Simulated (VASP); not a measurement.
# NaCl (Fm-3m) in VASP: a series of runs

The runs below take NaCl through single point, with PBE.

Program: VASP 6.6.1. These are calculated values, not measurements. Logs are shortened: lines on timing, memory, paths and dates and some standing lists are left out, and cuts for length are marked.

### Step 1. The cell of the first run

It takes space group Fm-3m (No. 225, cubic). Conventional cell: a = 5.580 Å, b = 5.580 Å, c = 5.580 Å, α = 90.00°, β = 90.00°, γ = 90.00°. Na (site symmetry m-3m) has 6 Cl at 2.79 Å within 3.7 Å. Cl (site symmetry m-3m) has 6 Na at 2.79 Å within 3.7 Å.

### Step 2. Single point, PBE (21.72 Å³/atom)

The input, INCAR:

```
ALGO = Normal
EDIFF = 1E-6
ENCUT = 520
GGA = PE
ISIF = 2
ISMEAR = 0
LASPH = True
LCHARG = True
LELF = True
LREAL = False
LVHAR = True
LWAVE = False
NBANDS = 14
NELM = 100
PREC = Accurate
SIGMA = 0.02
```

The input, KPOINTS:

```
k-points
0
Gamma
  8 8 8
```

The input, POSCAR:

```
NaCl
1.0
    0.0000000000      2.7900273791      2.7900273791
    2.7900273791      0.0000000000      2.7900273791
    2.7900273791      2.7900273791      0.0000000000
Na Cl
1 1
Direct
    0.5000000000      0.5000000000      0.5000000000
    0.0000000000      0.0000000000      0.0000000000
```

Potentials or basis: VASP PAW PBE potentials, release 64 (Na_pv, Cl).

Run with:

```sh
$ cat potpaw_PBE.64/Na_pv/POTCAR potpaw_PBE.64/Cl/POTCAR > POTCAR
$ mpirun -np 1 vasp_std > vasp.out
```

OUTCAR:

```text
EDIFF = 1E-6
   ENCUT = 520
   GGA = PE
   ISIF = 2
   ISMEAR = 0
   LASPH = True
   LREAL = False
   NELM = 100
   PREC = Accurate

 ion  position               nearest neighbor table
   1  0.500  0.500  0.500-
   2  0.000  0.000  0.000-

  LATTYP: Found a face centered cubic cell.
 ALAT       =     5.5800547582

  Lattice vectors:

 A1 = (   0.0000000000,   2.7900273791,   2.7900273791)
 A2 = (   2.7900273791,   0.0000000000,   2.7900273791)
 A3 = (   2.7900273791,   2.7900273791,   0.0000000000)

Analysis of symmetry for initial positions (statically):
=====================================================================
 Subroutine PRICEL returns:
 Original cell was already a primitive cell.

 Routine SETGRP: Setting up the symmetry group for a
 face centered cubic supercell.

 Subroutine GETGRP returns: Found 48 space group operations
 (whereof 48 operations were pure point group operations)
 out of a pool of 48 trial point group operations.

The static configuration has the point symmetry O_h .

Analysis of symmetry for dynamics (positions and initial velocities):
=====================================================================
 Subroutine PRICEL returns:
 Original cell was already a primitive cell.

 Routine SETGRP: Setting up the symmetry group for a
 face centered cubic supercell.

 Subroutine GETGRP returns: Found 48 space group operations
 (whereof 48 operations were pure point group operations)
 out of a pool of 48 trial point group operations.

The dynamic configuration has the point symmetry O_h .

 Subroutine INISYM returns: Found 48 space group operations
 (whereof 48 operations are pure point group operations),
 and found     1 'primitive' translations

----------------------------------------------------------------------------------------

                                     Primitive cell

  volume of cell :      43.4366

  direct lattice vectors                    reciprocal lattice vectors
     0.000000000  2.790027379  2.790027379    -0.179209711  0.179209711  0.179209711
     2.790027379  0.000000000  2.790027379     0.179209711 -0.179209711  0.179209711
     2.790027379  2.790027379  0.000000000     0.179209711  0.179209711 -0.179209711

  length of vectors
     3.945694559  3.945694559  3.945694559     0.310400324  0.310400324  0.310400324

  position of ions in fractional coordinates (direct lattice)
     0.500000000  0.500000000  0.500000000
     0.000000000  0.000000000  0.000000000

  ion indices of the primitive-cell ions
   primitive index   ion index
                 1           1
                 2           2

----------------------------------------------------------------------------------------

 KPOINTS: k-points

Automatic generation of k-mesh.
 Grid dimensions read from file:
 generate k-points for:    8    8    8

 Generating k-lattice:

  Cartesian coordinates                     Fractional coordinates (reciprocal lattice)
    -0.022401214  0.022401214  0.022401214     0.125000000  0.000000000  0.000000000
     0.022401214 -0.022401214  0.022401214     0.000000000  0.125000000  0.000000000
     0.022401214  0.022401214 -0.022401214     0.000000000  0.000000000  0.125000000

  Length of vectors
     0.038800041  0.038800041  0.038800041

  Shift w.r.t. Gamma in fractional coordinates (k-lattice)
     0.000000000  0.000000000  0.000000000

 Subroutine IBZKPT returns following result:
 ===========================================

 Found     29 irreducible k-points:

 Following reciprocal coordinates:
            Coordinates               Weight
  0.000000  0.000000  0.000000      1.000000
  0.125000  0.000000  0.000000      8.000000
  0.250000  0.000000  0.000000      8.000000
  0.375000  0.000000  0.000000      8.000000
  0.500000  0.000000  0.000000      4.000000
  0.125000  0.125000  0.000000      6.000000
[... 16 lines left out ...]
  0.500000  0.250000  0.125000     48.000000
 -0.375000  0.250000  0.125000     24.000000
 [... further k-points ...]
   k-points           NKPTS =     29   k-points in BZ     NKDIM =     29   number of bands    NBANDS=     14
   number of dos      NEDOS =    301   number of ions     NIONS =      2
   total plane-waves  NPLWV =  27000
   dimension x,y,z NGX =    30 NGY =   30 NGZ =   30
   dimension x,y,z NGXF=    60 NGYF=   60 NGZF=   60
   ions per type =               1   1
   NGX,Y,Z   is equivalent  to a cutoff of  12.64, 12.64, 12.64 a.u.
   NGXF,Y,Z  is equivalent  to a cutoff of  25.28, 25.28, 25.28 a.u.
 SYSTEM =  unknown system
   PREC   = accura    normal or accurate (medium, high low for compatibility)
   ISTART =      0    job   : 0-new  1-cont  2-samecut
   ICHARG =      2    charge: 1-file 2-atom 10-const
   ISPIN  =      1    spin polarized calculation?
   LNONCOLLINEAR =      F non collinear calculations
   LSORBIT =      F    spin-orbit coupling
   LASPH  =      T    aspherical Exc in radial PAW
   ENCUT  =  520.0 eV  38.22 Ry    6.18 a.u.   7.34  7.34  7.34*2*pi/ulx,y,z
   NELM   =    100;   NELMIN=  2; NELMDL= -5     # of ELM steps
   EDIFF  = 0.1E-05   stopping-criterion for ELM
   LREAL  =      F    real-space projection
   EDIFFG = 0.1E-04   stopping-criterion for IOM
   NSW    =      0    number of steps for IOM
   IBRION =     -1    ionic relax: 0-MD 1-quasi-New 2-CG
   NFREE  =      0    steps in history (QN), initial steepest desc. (CG)
   ISIF   =      2    stress and relaxation
   ISYM   =      2    0-nonsym 1-usesym 2-fastsym
   POTIM  = 0.5000    time-step for ionic-motion
   TEBEG  =    0.0;   TEEND  =   0.0 temperature during run
   PSTRESS=    0.0 pullay stress
   NELECT =      14.0000    total number of electrons
   NUPDOWN=      -1.0000    fix difference up-down
   EMIN   =  10.00;   EMAX   =-10.00  energy-range for DOS
   EFERMI =   0.00;   METHOD = LEGACY
   ISMEAR =     0;   SIGMA  =   0.02  broadening in eV -4-tet -1-fermi 0-gaus
   EFERMI_NEDOS =   21; number of points for ismear=-14 and -15
   IALGO  =     38    algorithm
   IMIX   =      4    mixing-type and parameters
     AMIX     =   0.40;   BMIX     =  1.00
     AMIX_MAG =   1.60;   BMIX_MAG =  1.00
  volume/ion in A,a.u.               =      21.72       146.56
  Fermi-wavevector in a.u.,A,eV,Ry     =   1.122447  2.121117 17.141797  1.259887
  Thomas-Fermi vector in A             =   2.259107
   LORBIT       =      0    0 simple, 1 ext, 2 COOP (PROOUT), +10 PAW based schemes
   GGA     = PE    functional components
   LHFCALC =     F    Hartree Fock is set to
   AEXX    =    0.0000 exact exchange contribution
   IVDW    =     0    specifies the selected vdW correction
   LEPSILON=     F    determine dielectric tensor
   LRPA    =     F    only Hartree local field effects (RPA)
 non-spin polarized calculation
 Gauss-broadening in eV      SIGMA  =   0.02
  energy-cutoff  :      520.00
  volume of cell :       43.44
 maximum number of plane-waves:      1211
 NGX is ok and might be reduce to    30
   NGX = 15   NGY = 15   NGZ = 15

 number of electron      14.0000008 magnetization

 Free energy of the ion-electron system (eV)
  ---------------------------------------------------
  ext. energy  EPLUGINS =         0.00000000
  ---------------------------------------------------
  free energy    TOTEN  =        -6.76388545 eV

  energy without entropy =       -6.76388545  energy(sigma->0) =       -6.76388545

 E-fermi :  -0.3910     XC(G=0):  -8.3042

 val. band max:       -0.5423321125   @ k =   0.0000   0.0000   0.0000
 cond. band min:       4.6913624806   @ k =   0.0000   0.0000   0.0000
 fundamental gap:      5.2336945931
 Fermi energy:        -0.3910057169

 k-point     1 :       0.0000    0.0000    0.0000
  band No.  band energies     occupation
      1     -21.3008      2.00000
      2     -21.3008      2.00000
      3     -21.3008      2.00000
      4     -13.2755      2.00000
      5      -0.5423      2.00000
      6      -0.5423      2.00000
      7      -0.5423      2.00000
      8       4.6914      0.00000
      9      10.6099      0.00000
     10      10.6099      0.00000
     11      10.6099      0.00000
     12      12.8129      0.00000
     13      12.8129      0.00000
     14      14.4724      0.00000

 k-point     2 :       0.1250    0.0000    0.0000
  band No.  band energies     occupation
      1     -21.3059      2.00000
      2     -21.3012      2.00000
      3     -21.3012      2.00000
      4     -13.2239      2.00000
      5      -0.9292      2.00000
      6      -0.5859      2.00000
      7      -0.5859      2.00000
      8       5.2001      0.00000
      9      10.0732      0.00000
     10      10.8105      0.00000
     11      10.8105      0.00000
     12      12.5629      0.00000
     13      12.5629      0.00000
     14      15.4253      0.00000

 k-point     3 :       0.2500    0.0000    0.0000
  band No.  band energies     occupation
      1     -21.3180      2.00000
      2     -21.3020      2.00000
      3     -21.3020      2.00000
      4     -13.0958      2.00000
      5      -1.6932      2.00000
      6      -0.6876      2.00000
      7      -0.6876      2.00000
      8       6.1777      0.00000
      9       9.5513      0.00000
     10      10.9209      0.00000
     11      10.9209      0.00000
     12      12.7899      0.00000
     13      12.7899      0.00000
     14      15.3316      0.00000

 k-point     4 :       0.3750    0.0000    0.0000
  band No.  band energies     occupation
      1     -21.3299      2.00000
      2     -21.3029      2.00000
      3     -21.3029      2.00000
      4     -12.9618      2.00000
      5      -2.3255      2.00000
      6      -0.7849      2.00000
      7      -0.7849      2.00000
      8       6.7139      0.00000
      9       9.8986      0.00000
     10      10.6447      0.00000
     11      10.6447      0.00000
     12      14.1695      0.00000
     13      14.1695      0.00000
     14      14.7928      0.00000

 k-point     5 :       0.5000    0.0000    0.0000
  band No.  band energies     occupation
      1     -21.3348      2.00000
      2     -21.3032      2.00000
      3     -21.3032      2.00000
      4     -12.9045      2.00000
      5      -2.5639      2.00000
      6      -0.8240      2.00000
      7      -0.8240      2.00000
      8       6.7881      0.00000
      9      10.3473      0.00000
     10      10.5086      0.00000
     11      10.5086      0.00000
[... 276 lines left out ...]
 k-point    22 :       0.3750    0.2500    0.1250
  band No.  band energies     occupation
      1     -21.3197      2.00000
      2     -21.3071      2.00000
      3     -21.3035      2.00000
      4     -13.0124      2.00000
      5      -1.8494      2.00000
      6      -1.0333      2.00000
      7      -0.8095      2.00000
      8       7.0587      0.00000
      9       8.8462      0.00000
     10      10.1093      0.00000
     11      11.7702      0.00000
     12      12.1299      0.00000
     13      14.3519      0.00000
     14      17.7887      0.00000

 k-point    23 :       0.5000    0.2500    0.1250
  band No.  band energies     occupation
      1     -21.3255      2.00000
      2     -21.3096      2.00000
      3     -21.3048      2.00000
      4     -12.9128      2.00000
      5      -2.1545      2.00000
      6      -1.2653      2.00000
      7      -0.9228      2.00000
      8       7.7478      0.00000
      9       9.1418      0.00000
     10       9.4916      0.00000
     11      11.4964      0.00000
     12      13.3246      0.00000
     13      15.7701      0.00000
     14      16.1522      0.00000

 k-point    24 :      -0.3750    0.2500    0.1250
  band No.  band energies     occupation
      1     -21.3281      2.00000
      2     -21.3101      2.00000
      3     -21.3058      2.00000
      4     -12.8706      2.00000
      5      -2.2778      2.00000
      6      -1.3475      2.00000
      7      -0.9786      2.00000
      8       7.8702      0.00000
      9       9.1357      0.00000
     10       9.8545      0.00000
     11      11.3091      0.00000
     12      13.9756      0.00000
     13      15.2835      0.00000
     14      16.2851      0.00000

 [... further k-points ...]

------------------------ aborting loop because EDIFF is reached ----------------------------------------

  FORCE on cell =-STRESS in cart. coord.  units (eV):
  Direction    XX          YY          ZZ          XY          YZ          ZX
  --------------------------------------------------------------------------------------
  -------------------------------------------------------------------------------------
  Total        0.4492276      0.4492276      0.4492276     -0.0000000     -0.0000000     -0.0000000
  in kB       16.5699673     16.5699673     16.5699673     -0.0000000     -0.0000000     -0.0000000
  external PRESSURE =      16.5699673 kB  Pullay stress =       0.0000000 kB

 VOLUME and BASIS-vectors are now :
 -----------------------------------------------------------------------------
  energy-cutoff  :      520.00
  volume of cell :       43.44
      direct lattice vectors                 reciprocal lattice vectors
     0.000000000  2.790027379  2.790027379    -0.179209711  0.179209711  0.179209711
     2.790027379  0.000000000  2.790027379     0.179209711 -0.179209711  0.179209711
     2.790027379  2.790027379  0.000000000     0.179209711  0.179209711 -0.179209711

 POSITION                                       TOTAL-FORCE (eV/Angst)
 -----------------------------------------------------------------------------------
      2.79003      2.79003      2.79003         0.000000     -0.000000      0.000000
      0.00000      0.00000      0.00000        -0.000000      0.000000     -0.000000
 -----------------------------------------------------------------------------------
    total drift:                                0.000000      0.000000      0.000000

  FREE ENERGIE OF THE ION-ELECTRON SYSTEM (eV)
  ---------------------------------------------------
  free  energy   TOTEN  =        -6.7638854550 eV

  energy  without entropy=       -6.7638854550  energy(sigma->0) =       -6.76388545
```

Wall time 26 s (1 thread of Intel Xeon 8259CL, shared host); peak memory 0.16 GiB.

Results:

| Quantity | Value |
| --- | --- |
| Free energy | -6.7639 eV |
| Pressure | 1.7 GPa |
| Band gap on the k mesh | 5.23 eV |

[end of part 1 of 2]
